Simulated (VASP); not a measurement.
A run of VASP 6.6.1:

INCAR

```
SYSTEM = Co
  PREC = Accurate
  ENCUT = 520
  EDIFF = 1E-6
  ISMEAR = 0
  SIGMA = 0.1
  LREAL = .False.
  LASPH = .True.
  NELM = 150
  ALGO = Fast
  ISIF = 2
  LWAVE = .False.
  LCHARG = .False.
  ISPIN = 2
  MAGMOM = 3
  LORBIT = 11
  LMAXMIX = 4
  GGA = PS
  NBANDS = 14
```

The input KPOINTS:

```
regular mesh
0
Gamma
  10 10 10
  0 0 0
```

File POSCAR:

```
Co
1.0
   -1.4007390990      1.4007390990      1.3182659772
    1.4007390990     -1.4007390990      1.3182659772
    1.4007390990      1.4007390990     -1.3182659772
Co
1
Direct
    0.0000000000      0.0000000000      0.0000000000
```

Potentials or basis: VASP PAW PBE potentials, release 64 (Co).

The run is started by

```console
$ cat potpaw_PBE.64/Co/POTCAR > POTCAR
$ mpirun -np 1 vasp_std > vasp.out
```

Hardware: 1 thread of Intel(R) Xeon(R) Platinum 8259CL CPU @ 2.50GHz (Skylake/Cascade Lake), with other jobs on the host.

**Question.** Estimate the wall time of this run.

**Answer.** Wall time 28 s on 1 thread of Intel(R) Xeon(R) Platinum 8259CL CPU @ 2.50GHz (Skylake/Cascade Lake), with other jobs on the host, peak memory 0.14 GiB. Counts: scf iterations 14, k points 102.
